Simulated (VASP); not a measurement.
Sn, 1 atom in the cell. Symmetry: Immm, No. 71, orthorhombic system. The conventional cell has a = 3.509 Å, b = 3.544 Å, c = 4.335 Å, α = 90.00°, β = 90.00°, γ = 90.00°. Sn (site symmetry mmm) has 12 Sn at 3.30 to 3.54 Å within 4.3 Å.  This cell differs from its parent crystal: strain +0.0100 x Voigt [0, 1, 0, 0, 0, 0].

- Program: VASP 6.6.1
- Task: single point
- Functional: PBE
- Dispersion: D3(BJ)
- Potentials or basis: VASP PAW PBE potentials, release 64 (Sn_d)
- Cutoff: 520 eV
- k mesh: 24 × 24 × 24
- Occupations: gaussian, width 0.15 eV
- Spin: no spin polarisation
- Dipole correction: no
- Further INCAR settings: ALGO = Fast; EDIFF = 1e-07; NBANDS = 13

Potentials or basis: VASP PAW PBE potentials, release 64 (Sn_d).

Launch:

```bash
$ cat potpaw_PBE.64/Sn_d/POTCAR > POTCAR
$ mpirun -np 1 vasp_std > vasp.out
```

Hardware: 1 thread of Intel(R) Xeon(R) Platinum 8375C CPU @ 2.90GHz (Ice Lake), on a shared host.

Question: How long does it take, and how much memory?

Answer: It took 11 min on 1 thread of Intel(R) Xeon(R) Platinum 8375C CPU @ 2.90GHz (Ice Lake), with other jobs on the host, peak memory 0.71 GiB. Counts: scf iterations 14, k points 1963.
